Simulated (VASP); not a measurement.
Input of a VASP 6.6.1 run:

Contents of INCAR:

```
  PREC = Accurate
  ENCUT = 520
  EDIFF = 1E-6
  ISMEAR = 0
  SIGMA = 0.1
  LREAL = F
  LASPH = T
  NELM = 100
  ALGO = Normal
  ISIF = 2
  LWAVE = F
  LCHARG = T
  GGA = PE
  LELF = T
  LVHAR = T
  NBANDS = 14
```

Contents of KPOINTS:

```
regular mesh
0
Gamma
  18 18 18
```

Contents of POSCAR:

```
AsPt
1.0
    0.0000000000      2.6181850086      2.6181850086
    2.6181850086      0.0000000000      2.6181850086
    2.6181850086      2.6181850086      0.0000000000
As Pt
1 1
Direct
    0.0000000000      0.0000000000      0.0000000000
    0.5000000000      0.5000000000      0.5000000000
```

Potentials or basis: VASP PAW PBE potentials, release 64 (As, Pt).

Run with:

```sh
$ cat potpaw_PBE.64/As/POTCAR potpaw_PBE.64/Pt/POTCAR > POTCAR
$ mpirun -np 1 vasp_std > vasp.out
```

Predict the pressure.

0.0 GPa.
